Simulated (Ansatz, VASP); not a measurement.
**Sn3Se2S: VASP beside Ansatz**

```
Sn Se S
1.0
     4.26293    0.00000    0.00000
    -2.13147    3.69181    0.00000
     0.00000    0.00000   10.44201
Sn Se S
3 2 1
Direct
  0.00000 0.00000 0.00000
  0.33333 0.66667 0.66667
  0.66667 0.33333 0.33333
  0.66667 0.33333 0.83333
  0.33333 0.66667 0.16667
  0.00000 0.00000 0.50000
```

Alike in both runs: task single point; functional PBE; k mesh 6 × 6 × 2; occupations gaussian, width 0.1 eV; no spin polarisation.

|  | VASP | Ansatz |
| --- | --- | --- |
| version | VASP 6.6.1 | Ansatz 0.2.0 |
| potentials or method | VASP PAW PBE potentials, release 64 (Sn_d, Se, S), cutoff 520 eV | scalar-relativistic, plane waves, PAW |
| valence electrons in the cell | 60 | 80 |

Ansatz gave:

```
gap on the k mesh at the Fermi level (eV) : 0.41
least direct gap on the mesh (eV)         : 0.41
pressure (GPa)                            : -1.1
rms of the force components (eV/Å)        : 0.157
```

Question: Estimate VASP's values.

Answer: gap on the k mesh at the Fermi level (eV): 0.41; least direct gap on the mesh (eV): 0.41; pressure (GPa): -1.1; rms of the force components (eV/Å): 0.158.

Atom by atom the forces differ by 0.001 eV/Å (rms over components). VASP's potentials hold 60 valence electrons a cell and Ansatz's 80, so a difference there can come from the potentials and not from the codes.
